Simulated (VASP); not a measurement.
Here is a VASP 6.6.1 calculation.

The input INCAR:

```
SYSTEM = KF
PREC = Accurate ; ENCUT = 520
EDIFF = 1E-6 ; ISMEAR = -1
SIGMA = 0.05 ; LREAL = .False.
LASPH = .True. ; NELM = 80
ALGO = Normal ; ISIF = 2
LWAVE = .False. ; LCHARG = .False.
GGA = PS ; NBANDS = 15
```

KPOINTS

```
Automatic mesh
0
Gamma
  9 9 9
  0 0 0
```

POSCAR

```
KF
1.0
    0.0000000000      2.4078519232      2.4078519232
    2.4078519232      0.0000000000      2.4078519232
    2.4078519232      2.4078519232      0.0000000000
K F
1 1
Direct
    0.0000000000      0.0000000000      0.0000000000
    0.5000000000      0.5000000000      0.5000000000
```

Potentials or basis: VASP PAW PBE potentials, release 64 (K_sv, F).

Run with:

```console
$ cat potpaw_PBE.64/K_sv/POTCAR potpaw_PBE.64/F/POTCAR > POTCAR
$ mpirun -np 1 vasp_std > vasp.out
```

Problem. What does it give for the pressure?

Solution. 20.7 GPa.

Problem. Predict the band gap on the k mesh.

Solution. 7.78 eV, indirect (least direct gap 7.92 eV).

Caveat: the PAW data sets were made with another functional, which shifts forces and pressure a little. A k mesh can miss the band edges.
